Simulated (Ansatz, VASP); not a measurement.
**Two plane-wave programs on SnTe3**

File INCAR:

```
SYSTEM = SnTe3
ALGO     = Normal         ! electronic algorithm
EDIFF    = 1E-7           ! SCF threshold, eV
ENCUT    = 520            ! plane-wave cutoff, eV
GGA      = PE             ! functional
ISIF     = 2              ! what is computed and relaxed
ISMEAR   = 0              ! smearing method
LASPH    = .True.         ! aspherical terms in the spheres
LCHARG   = .False.        ! write CHGCAR
LREAL    = .False.        ! projectors in reciprocal space
LWAVE    = .False.        ! write WAVECAR
NBANDS   = 24             ! bands
NELM     = 60             ! most SCF steps
PREC     = Accurate       ! precision mode
SIGMA    = 0.1            ! smearing width, eV
```

Contents of KPOINTS:

```
k-points
0
Gamma
  10 10 10
  0 0 0
```

POSCAR

```
SnTe3
1.0
   -3.1090063577      3.1090063577      3.1090063577
    3.1090063577     -3.1090063577      3.1090063577
    3.1090063577      3.1090063577     -3.1090063577
Sn Te
1 3
Direct
    0.0000000000      0.0000000000      0.0000000000
    0.0000000000      0.5000000000      0.5000000000
    0.5000000000      0.0000000000      0.5000000000
    0.5000000000      0.5000000000      0.0000000000
```

Input for Ansatz:

```yaml
crystal:
  lattice:
    - [-3.1090063577, 3.1090063577, 3.1090063577]
    - [3.1090063577, -3.1090063577, 3.1090063577]
    - [3.1090063577, 3.1090063577, -3.1090063577]
  atoms:
    - { symbol: Sn, position: [0.0, 0.0, 0.0] }
    - { symbol: Te, position: [0.0, 0.5, 0.5] }
    - { symbol: Te, position: [0.5, 0.0, 0.5] }
    - { symbol: Te, position: [0.5, 0.5, 0.0] }
basis:
  ecutwfc: 420
kpoints:
  mp_grid: { grid: [10, 10, 10] }
hamiltonian:
  xc: pbe
scf:
  occupations: { method: gaussian, width: 0.1 }
output:
  forces: true
  stress: true
  eigenvalues: true
```

Alike in both runs: task single point; functional PBE; k mesh 10 × 10 × 10; occupations gaussian, width 0.1 eV; no spin polarisation.

|  | VASP | Ansatz |
| --- | --- | --- |
| version | VASP 6.6.1 | Ansatz 0.2.0 |
| potentials or method | VASP PAW PBE potentials, release 64 (Sn_d, Te), cutoff 520 eV | scalar-relativistic, plane waves, PAW |
| valence electrons in the cell | 32 | 62 |

|  | VASP | Ansatz | Ansatz less VASP |
| --- | --- | --- | --- |
| gap on the k mesh at the Fermi level (eV) | none | none | - |
| pressure (GPa) | 5.0 | 5.0 | +0.02 |

A gap of «none» marks a metal or a gap that the smearing closes. VASP's potentials hold 32 valence electrons a cell and Ansatz's 62, so a difference there can come from the potentials and not from the codes.

Neither program's run includes spin-orbit coupling.
